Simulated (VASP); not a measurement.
Input of a VASP 6.6.1 run:

The input INCAR:

```
ALGO     = Normal         # electronic algorithm
EDIFF    = 1E-6           # SCF threshold, eV
ENCUT    = 600            # plane-wave cutoff, eV
GGA      = PE             # functional
GGA_COMPAT= F            
ISIF     = 2              # what is computed and relaxed
ISMEAR   = 0              # smearing method
LASPH    = T              # aspherical terms in the spheres
LCHARG   = F              # write CHGCAR
LREAL    = F              # projectors in reciprocal space
LWAVE    = F              # write WAVECAR
NBANDS   = 11             # bands
NELM     = 120            # most SCF steps
PREC     = Accurate       # precision mode
SIGMA    = 0.01           # smearing width, eV
```

The input KPOINTS:

```
k-points
0
Gamma
  6 6 6
```

POSCAR

```
MgO
1.0
    0.0000000000      2.3504658326      2.3504658326
    2.3504658326      0.0000000000      2.3504658326
    2.3504658326      2.3504658326      0.0000000000
Mg O
1 1
Direct
    0.0000000000      0.0000000000      0.0000000000
    0.2500000000      0.2500000000      0.2500000000
```

Potentials or basis: VASP PAW PBE potentials, release 64 (Mg, O).

The run is started by

```bash
$ cat potpaw_PBE.64/Mg/POTCAR potpaw_PBE.64/O/POTCAR > POTCAR
$ mpirun -np 1 vasp_std > vasp.out
```

**Question.** Predict the band gap on the k mesh.

**Answer.** 3.16 eV, direct.

**Question.** What does it give for the pressure?

**Answer.** -6.4 GPa.

Caveat: the cell differs from its parent crystal (strain +3.0%).
